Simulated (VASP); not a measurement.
# Cu4WS4 (P6/mmm) in VASP: single point with PBE

Aim: the single point of Cu4WS4 with PBE.

Program: VASP 6.6.1. These are calculated values, not measurements. Logs are shortened: lines on timing, memory, paths and dates and some standing lists are left out, and cuts for length are marked.

**1. The cell of the first run**

The structure is hexagonal, space group P6/mmm (No. 191). Conventional cell: a = 4.945 Å, b = 4.945 Å, c = 8.832 Å, α = 90.00°, β = 90.00°, γ = 120.00°. Within 3.4 Å of Cu (site symmetry mmm) lie 2 W at 2.47 Å and 4 Cu at 2.47 Å and 4 S at 3.31 Å. Within 2.9 Å of Cu (site symmetry 6/mmm) lie 8 S at 2.21 to 2.85 Å. W (site symmetry 6/mmm) has 2 S at 2.20 Å and 6 Cu at 2.47 Å within 2.9 Å. S (site symmetry 6mm) has 1 W at 2.20 Å and 1 Cu at 2.21 Å within 2.9 Å. Within 3.8 Å of S (site symmetry -6m2) lie 3 Cu at 2.85 Å and 9 S at 2.85 to 3.61 Å.

The cell was generated, and may not be a known phase.

**2. Single point, PBE, collinear spin**

File INCAR:

```
SYSTEM = Cu4WS4
ALGO     = Normal         ! electronic algorithm
EDIFF    = 1E-6           ! SCF threshold, eV
ENCUT    = 520            ! plane-wave cutoff, eV
GGA      = PE             ! functional
ISIF     = 2              ! what is computed and relaxed
ISMEAR   = 0              ! smearing method
ISPIN    = 2              ! spin polarisation
LASPH    = .True.         ! aspherical terms in the spheres
LCHARG   = .False.        ! write CHGCAR
LMAXMIX  = 4              ! l up to which the mixer works
LORBIT   = 11             ! projections on sites
LREAL    = .False.        ! projectors in reciprocal space
LWAVE    = .False.        ! write WAVECAR
MAGMOM   = 1 1 1 1 0 0 0 0 0 ! initial moments
NBANDS   = 55             ! bands
NELM     = 150            ! most SCF steps
PREC     = Accurate       ! precision mode
SIGMA    = 0.1            ! smearing width, eV
```

File KPOINTS:

```
k-points
0
Gamma
  6 6 2
  0 0 0
```

File POSCAR:

```
Cu4WS4
1.0
    4.9448153808     -0.0000000030      0.0000000000
   -2.4724076878      4.2823357383      0.0000000000
    0.0000000000      0.0000000000      8.8322941634
Cu W S
4 1 4
Direct
    0.5000000000      0.0000000000      0.0000000000
    0.0000000000      0.5000000000      0.0000000000
    0.5000000000      0.5000000000      0.0000000000
    0.0000000000      0.0000000000      0.5000000000
    0.0000000000      0.0000000000      0.0000000000
    0.0000000000      0.0000000000      0.2494245543
    0.0000000000      0.0000000000      0.7505754457
    0.3333333333      0.6666666667      0.5000000000
    0.6666666667      0.3333333333      0.5000000000
```

Potentials or basis: VASP PAW PBE potentials, release 64 (Cu, W_sv, S).

Command:

```bash
> cat potpaw_PBE.64/Cu/POTCAR potpaw_PBE.64/W_sv/POTCAR potpaw_PBE.64/S/POTCAR > POTCAR
> mpirun -np 1 vasp_std > vasp.out
```

OUTCAR:

```text
SYSTEM = Cu4WS4
   EDIFF = 1E-6
   ENCUT = 520
   GGA = PE
   ISIF = 2
   ISMEAR = 0
   ISPIN = 2
   LASPH = .True.
   LORBIT = 11
   LREAL = .False.
   NELM = 150
   PREC = Accurate

 ion  position               nearest neighbor table
   1  0.500  0.000  0.000-   5 2.47   5 2.47   3 2.47   3 2.47   2 2.47   2 2.47
   2  0.000  0.500  0.000-   3 2.47   3 2.47   5 2.47   5 2.47   1 2.47   1 2.47
   3  0.500  0.500  0.000-   2 2.47   2 2.47   1 2.47   1 2.47   5 2.47   5 2.47
   4  0.000  0.000  0.500-   6 2.21   7 2.21
   5  0.000  0.000  0.000-   6 2.20   7 2.20   1 2.47   1 2.47   2 2.47   2 2.47   3 2.47   3 2.47

   6  0.000  0.000  0.249-   5 2.20   4 2.21
   7  0.000  0.000  0.751-   5 2.20   4 2.21
   8  0.333  0.667  0.500-
   9  0.667  0.333  0.500-

  LATTYP: Found a hexagonal cell.
 ALAT       =     4.9448153808
 C/A-ratio  =     1.7861726846

  Lattice vectors:

 A1 = (   4.9448153808,  -0.0000000030,   0.0000000000)
 A2 = (  -2.4724076878,   4.2823357383,   0.0000000000)
 A3 = (   0.0000000000,   0.0000000000,   8.8322941634)

Analysis of symmetry for initial positions (statically):
=====================================================================
 Subroutine PRICEL returns:
 Original cell was already a primitive cell.

 Routine SETGRP: Setting up the symmetry group for a
 hexagonal supercell.

 Subroutine GETGRP returns: Found 24 space group operations
 (whereof 24 operations were pure point group operations)
 out of a pool of 24 trial point group operations.

The static configuration has the point symmetry D_6h.

Analysis of symmetry for dynamics (positions and initial velocities):
=====================================================================
 Subroutine PRICEL returns:
 Original cell was already a primitive cell.

 Routine SETGRP: Setting up the symmetry group for a
 hexagonal supercell.

 Subroutine GETGRP returns: Found 24 space group operations
 (whereof 24 operations were pure point group operations)
 out of a pool of 24 trial point group operations.

The dynamic configuration has the point symmetry D_6h.

Analysis of structural, dynamic, and magnetic symmetry:
=====================================================================
 Subroutine PRICEL returns:
 Original cell was already a primitive cell.

 Routine SETGRP: Setting up the symmetry group for a
 hexagonal supercell.

[... 150 lines left out ...]
  ext. energy  EPLUGINS =         0.00000000
  ---------------------------------------------------
  free energy    TOTEN  =       -39.33729014 eV

  energy without entropy =      -39.29529100  energy(sigma->0) =      -39.31629057

 E-fermi :   3.4050     XC(G=0):  -9.5791

 val. band max:        3.3962475440   @ k =   0.3333   0.0000   0.0000
 cond. band min:       3.4074769339   @ k =   0.1667   0.0000   0.0000
 fundamental gap:      0.0112293899
 Fermi energy:         3.4050149789

 spin component 1

 k-point     1 :       0.0000    0.0000    0.0000
  band No.  band energies     occupation
      1     -70.7458      1.00000
      2     -35.2208      1.00000
      3     -34.9610      1.00000
      4     -34.9610      1.00000
      5     -10.1019      1.00000
      6      -9.1299      1.00000
[... 773 lines left out ...]
     52      10.8169      0.00000
     53      10.9256      0.00000
 Fermi energy:         3.4050149789

 spin component 2

 k-point     1 :       0.0000    0.0000    0.0000
  band No.  band energies     occupation
      1     -70.7459      1.00000
      2     -35.2206      1.00000
      3     -34.9612      1.00000
      4     -34.9612      1.00000
      5     -10.0971      1.00000
      6      -9.1200      1.00000
[... 773 lines left out ...]
     52      10.8173      0.00000
     53      10.9278      0.00000
 [bands above 53 left out]

------------------------ aborting loop because EDIFF is reached ----------------------------------------

  FORCE on cell =-STRESS in cart. coord.  units (eV):
  Direction    XX          YY          ZZ          XY          YZ          ZX
  --------------------------------------------------------------------------------------
  -------------------------------------------------------------------------------------
  Total        0.5078515      0.5078515      0.4659977      0.0000000      0.0000000     -0.0000000
  in kB        4.3505380      4.3505380      3.9919957      0.0000000      0.0000000     -0.0000000
  external PRESSURE =       4.2310239 kB  Pullay stress =       0.0000000 kB

 VOLUME and BASIS-vectors are now :
 -----------------------------------------------------------------------------
  energy-cutoff  :      520.00
  volume of cell :      187.03
      direct lattice vectors                 reciprocal lattice vectors
     4.944815381 -0.000000003  0.000000000     0.202232019  0.116758711  0.000000000
    -2.472407688  4.282335738  0.000000000     0.000000000  0.233517422  0.000000000
     0.000000000  0.000000000  8.832294163     0.000000000  0.000000000  0.113220867

 POSITION                                       TOTAL-FORCE (eV/Angst)
 -----------------------------------------------------------------------------------
      2.47241     -0.00000      0.00000        -0.000000      0.000000     -0.000000
     -1.23620      2.14117      0.00000        -0.000000      0.000000     -0.000000
      1.23620      2.14117      0.00000        -0.000000      0.000000     -0.000000
      0.00000      0.00000      4.41615        -0.000000      0.000000     -0.000000
      0.00000      0.00000      0.00000        -0.000000      0.000000     -0.000000
      0.00000      0.00000      2.20299        -0.000000      0.000000     -0.063438
      0.00000      0.00000      6.62930        -0.000000      0.000000      0.063438
      0.00000      2.85489      4.41615        -0.000000      0.000000     -0.000000
      2.47241      1.42745      4.41615         0.000000     -0.000000      0.000000
 -----------------------------------------------------------------------------------
    total drift:                               -0.000000      0.000000     -0.000000

  FREE ENERGIE OF THE ION-ELECTRON SYSTEM (eV)
  ---------------------------------------------------
  free  energy   TOTEN  =       -39.3372901437 eV

  energy  without entropy=      -39.2952909976  energy(sigma->0) =      -39.31629057

 total charge

# of ion       s       p       d       tot
------------------------------------------
    1        0.505   0.341   9.169  10.016
    2        0.505   0.341   9.169  10.016
    3        0.505   0.341   9.169  10.016
    4        0.346   0.307   9.174   9.826
    5        2.443   6.324   3.449  12.216
    6        1.359   2.322   0.000   3.680
    7        1.359   2.322   0.000   3.680
    8        1.409   2.091   0.000   3.499
    9        1.409   2.091   0.000   3.499
--------------------------------------------------
tot          9.838  16.480  40.130  66.448

 magnetization (x)

# of ion       s       p       d       tot
------------------------------------------
    1        0.000   0.000  -0.000   0.000
    2        0.000   0.000  -0.000   0.000
    3        0.000   0.000  -0.000   0.000
    4        0.000   0.000   0.001   0.001
    5       -0.000   0.000  -0.000  -0.000
    6        0.000   0.001   0.000   0.001
    7        0.000   0.001   0.000   0.001
    8        0.000   0.010   0.000   0.011
    9        0.000   0.010   0.000   0.011
--------------------------------------------------
tot          0.001   0.022   0.001   0.024
```

Wall time 11 min (1 thread of Intel Xeon 8259CL, shared host); peak memory 0.54 GiB.

What came out:

- Free energy: -39.3373 eV
- Pressure: 0.4 GPa
- Largest force: 0.063 eV/Å
- Band gap on the k mesh: zero (filled and empty bands overlap)
- Net moment: 0.04 μB per cell
- Valence electrons inside the program's atomic spheres: Cu 10.02, 9.83 (each value once); W 12.22; S 3.68, 3.50 (each value once)

Forces on the atoms (eV/Å):
```
Cu   0.000  0.000  0.000
Cu   0.000  0.000  0.000
Cu   0.000  0.000  0.000
Cu   0.000  0.000  0.000
W    0.000  0.000  0.000
S    0.000  0.000 -0.063
S    0.000  0.000  0.063
S    0.000  0.000  0.000
S    0.000  0.000  0.000
```

Levels at points of the mesh, in eV from the Fermi level:
Spin up:
| k point | band 37 | band 38 | band 39 | band 40 | band 41 | band 42 | band 43 | band 44 | band 45 | band 46 |
| --- | --- | --- | --- | --- | --- | --- | --- | --- | --- | --- |
| (0.00, 0.00, 0.00) | -1.47 | -1.47 | -0.37 | -0.37 | 0.17 | 0.72 | 0.72 | 1.37 | 1.88 | 1.88 |
| (0.50, 0.00, 0.00) | -1.47 | -1.15 | -0.95 | -0.87 | -0.71 | -0.11 | 0.18 | 1.42 | 1.70 | 1.74 |
| (0.00, 0.00, 0.50) | -1.52 | -1.52 | -0.59 | -0.59 | 0.14 | 0.71 | 0.71 | 1.40 | 2.02 | 2.02 |
| (0.50, 0.00, 0.50) | -1.30 | -1.25 | -0.67 | -0.12 | -0.11 | -0.08 | 0.04 | 1.25 | 1.42 | 1.60 |
Spin down:
```csv
k point,band 37,band 38,band 39,band 40,band 41,band 42,band 43,band 44,band 45,band 46
"(0.00, 0.00, 0.00)",-1.47,-1.47,-0.36,-0.36,0.19,0.72,0.72,1.37,1.88,1.88
"(0.50, 0.00, 0.00)",-1.47,-1.13,-0.94,-0.86,-0.69,-0.11,0.19,1.43,1.70,1.75
"(0.00, 0.00, 0.50)",-1.52,-1.52,-0.58,-0.58,0.17,0.71,0.71,1.40,2.02,2.02
"(0.50, 0.00, 0.50)",-1.30,-1.24,-0.65,-0.11,-0.11,-0.08,0.04,1.26,1.43,1.60
```

Caveat: spin-orbit coupling is left out, which moves the levels of the heavy elements.
